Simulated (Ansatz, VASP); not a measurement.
# Mg2SnO3: VASP beside Ansatz

```
Mg Sn O
1.0
     1.56015    0.90076    8.40191
    -1.56015    0.90076    8.40191
     0.00000   -1.80151    8.40191
Mg Sn O
2 1 3
Direct
  0.38148 0.38148 0.38148
  0.61852 0.61852 0.61852
  0.50000 0.50000 0.50000
  0.00000 0.00000 0.00000
  0.76175 0.76175 0.76175
  0.23825 0.23825 0.23825
```

Alike in both runs: functional PBE; k mesh 12 × 12 × 12; occupations gaussian, width 0.02 eV; no spin polarisation.

Ansatz relaxed the structure, and its values are those at the end. VASP's run is a single point on that final structure, the one shown.

|  | VASP | Ansatz |
| --- | --- | --- |
| version | VASP 6.6.1 | Ansatz 0.2.0 |
| potentials or method | VASP PAW PBE potentials, release 64 (Mg, Sn_d, O), cutoff 520 eV | scalar-relativistic, plane waves, PAW |
| valence electrons in the cell | 36 | 52 |

Ansatz gave:

| Item | Value |
| --- | --- |
| gap on the k mesh at the Fermi level (eV) | 0.60 |
| least direct gap on the mesh (eV) | 0.72 |
| pressure (GPa) | 0.0 |
| rms of the force components (eV/Å) | 0.001 |

**Question.** What did VASP give for the same quantities?

**Answer.** gap on the k mesh at the Fermi level (eV): 0.60; least direct gap on the mesh (eV): 0.72; pressure (GPa): -0.4; rms of the force components (eV/Å): 0.011.

VASP's potentials hold 36 valence electrons a cell and Ansatz's 52, so a difference there can come from the potentials and not from the codes.
